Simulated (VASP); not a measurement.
Write the native input for VASP 6.6.1 that does the following.

```
Task                   : single point
Functional             : PBE
Potentials or basis    : VASP PAW PBE potentials, release 64 (Be, S)
Cutoff                 : 600 eV
k mesh                 : 6 × 6 × 6
Occupations            : gaussian, width 0.01 eV
Spin                   : no spin polarisation
Dipole correction      : no
Further INCAR settings : ALGO = Normal; EDIFF = 1e-06; NBANDS = 11
```

The structure of BeS lies in POSCAR:

```
BeS
1.0
    0.0000000000      2.3921001566      2.3921001566
    2.3921001566      0.0000000000      2.3921001566
    2.3921001566      2.3921001566      0.0000000000
Be S
1 1
Direct
    0.0000000000      0.0000000000      0.0000000000
    0.5000000000      0.5000000000      0.5000000000
```

This cell differs from its parent crystal: volume changed by +10%.

The input as run:

INCAR

```
PREC = Accurate ; ENCUT = 600
EDIFF = 1E-6 ; ISMEAR = 0
SIGMA = 0.01 ; LREAL = F
LASPH = T ; NELM = 120
ALGO = Normal ; ISIF = 2
LWAVE = F ; LCHARG = F
GGA = PE ; NBANDS = 11
GGA_COMPAT = F
```

KPOINTS

```
regular mesh
0
Gamma
  6 6 6
```

Potentials or basis: VASP PAW PBE potentials, release 64 (Be, S).

The run is started by

```sh
$ cat potpaw_PBE.64/Be/POTCAR potpaw_PBE.64/S/POTCAR > POTCAR
$ mpirun -np 1 vasp_std > vasp.out
```

It gave:

```yaml
Pressure: -8.7 GPa
Band_gap_on_the_k_mesh: 0.92 eV, indirect (least direct gap 3.71 eV)
```

Wall time 7.2 s on 1 thread of AMD EPYC 9R45 (Zen 5), on a shared host, peak memory 0.11 GiB.
